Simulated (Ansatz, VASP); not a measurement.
# SiTe in VASP and in Ansatz

```
Si Te
1.0
     3.83716    0.00000    0.00000
    -1.91858    3.32308    0.00000
     0.00000    0.00000   12.24934
Si Te
2 2
Direct
  0.00000 0.00000 0.81440
  0.00000 0.00000 0.18560
  0.33333 0.66667 0.68978
  0.66667 0.33333 0.31022
```

Alike in both runs: functional PBE; k mesh 12 × 12 × 4; occupations gaussian, width 0.02 eV; no spin polarisation.

Ansatz relaxed the structure, and its values are those at the end. VASP's run is a single point on that final structure, the one shown.

|  | VASP | Ansatz |
| --- | --- | --- |
| version | VASP 6.6.1 | Ansatz 0.2.0 |
| potentials or method | VASP PAW PBE potentials, release 64 (Si, Te), cutoff 520 eV | scalar-relativistic, plane waves, PAW |
| valence electrons in the cell | 20 | 40 |

VASP gave:

```
gap on the k mesh at the Fermi level (eV) : 1.14
least direct gap on the mesh (eV)         : 1.62
pressure (GPa)                            : 0.0
rms of the force components (eV/Å)        : 0.009
```

Question: What did Ansatz give for the same quantities?

Answer: gap on the k mesh at the Fermi level (eV): 1.14; least direct gap on the mesh (eV): 1.62; pressure (GPa): 0.0; rms of the force components (eV/Å): 0.001.

With one functional, cell and mesh, what is left measures potentials, basis and numerics. VASP's potentials hold 20 valence electrons a cell and Ansatz's 40, so a difference there can come from the potentials and not from the codes.

Neither program's run includes spin-orbit coupling.
